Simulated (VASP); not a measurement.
Input of a VASP 6.6.1 run:

Contents of INCAR:

```
SYSTEM = LiTc12
PREC = Accurate
ENCUT = 520
EDIFF = 1E-6
ISMEAR = -1
SIGMA = 0.15
LREAL = .FALSE.
LASPH = .TRUE.
NELM = 100
ALGO = Normal
ISIF = 2
LWAVE = .FALSE.
LCHARG = .FALSE.
NBANDS = 92
```

Contents of KPOINTS:

```
regular mesh
0
G
  2 2 2
  0 0 0
```

POSCAR

```
LiTc12
1.0
    5.4800000000      0.0000000000      0.0000000000
   -4.1100000000      7.1187290000      0.0000000000
    0.0000000000      0.0000000000      4.3949600000
Tc Li
12 1
Direct
    0.0152251560      0.0275751472     -0.0554726323
    0.1540824075      0.2334967380      0.5012332308
    0.0035996411      0.3411985482      0.0017975135
    0.1741120766      0.5626847152      0.5063982380
    0.0439008721      0.6728167346     -0.0270764694
    0.2289994517      0.9137024320      0.5421209749
    0.4901897347     -0.0021071177      0.0063026740
    0.6952142177      0.2582904898      0.5017793108
    0.5277672175      0.3183854871      0.0203414821
    0.6565908390      0.5395907050      0.5486056756
    0.4948669975      0.6659053884     -0.0190445419
    0.6660757156      0.8975900052      0.4973196571
    0.8509792237      0.7705027119      0.2837340954
```

Potentials or basis: VASP PAW LDA potentials, release 64 (Tc_pv, Li_sv).

Run with:

```sh
$ cat potpaw_LDA.64/Tc_pv/POTCAR potpaw_LDA.64/Li_sv/POTCAR > POTCAR
$ mpirun -np 1 vasp_std > vasp.out
```

(1) What does it give for the band gap on the k mesh?

(2) What does it give for the largest force?

Results:

(1) zero (an odd number of electrons rules out a gap without spin polarisation).

(2) 2.508 eV/Å.

Caveat: the k points lie up to 0.71 Å⁻¹ apart, too coarse for converged energies and pressures of a metal; the atoms stand as in a frame of molecular dynamics.
